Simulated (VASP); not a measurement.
Input of a VASP 6.6.1 run:

File INCAR:

```
PREC     = Accurate       # precision mode
ENCUT    = 520            # plane-wave cutoff, eV
EDIFF    = 1E-6           # SCF threshold, eV
ISMEAR   = 0              # smearing method
SIGMA    = 0.1            # smearing width, eV
LREAL    = F              # projectors in reciprocal space
LASPH    = T              # aspherical terms in the spheres
NELM     = 60             # most SCF steps
ALGO     = Normal         # electronic algorithm
ISIF     = 2              # what is computed and relaxed
LWAVE    = F              # write WAVECAR
LCHARG   = T              # write CHGCAR
GGA      = PE             # functional
LELF     = T              # ELF
LVHAR    = T            
NBANDS   = 36             # bands
```

File KPOINTS:

```
regular mesh
0
Gamma
  12 12 4
```

Contents of POSCAR:

```
Ga3SbAs2
1.0
    4.0907438075      0.0000000283      0.0000000000
   -2.0453719282      3.5426880436      0.0000000000
    0.0000000000      0.0000000000     10.0379005304
Ga Sb As
3 1 2
Direct
    0.0000000000      0.0000000000      0.0142687020
    0.6666666667      0.3333333333      0.3330096867
    0.3333333333      0.6666666667      0.6537408012
    0.3333333333      0.6666666667      0.9152499426
    0.0000000000      0.0000000000      0.2567647366
    0.6666666667      0.3333333333      0.5769661311
```

Potentials or basis: VASP PAW PBE potentials, release 64 (Ga_d, Sb, As).

Run with:

```bash
$ cat potpaw_PBE.64/Ga_d/POTCAR potpaw_PBE.64/Sb/POTCAR potpaw_PBE.64/As/POTCAR > POTCAR
$ mpirun -np 1 vasp_std > vasp.out
```

Problem. Estimate the pressure.

Solution. 4.0 GPa.

Problem. What does it give for the band gap on the k mesh?

Solution. Zero (filled and empty bands touch).

Problem. What does it give for the largest force?

Solution. 0.007 eV/Å.

Forces on the atoms (eV/Å):
```
Ga   0.000  0.000 -0.007
Ga   0.000  0.000 -0.005
Ga   0.000  0.000  0.000
Sb   0.000  0.000  0.002
As   0.000  0.000  0.004
As   0.000  0.000  0.006
```

Caveat: spin-orbit coupling is left out, which moves the levels of the heavy elements.
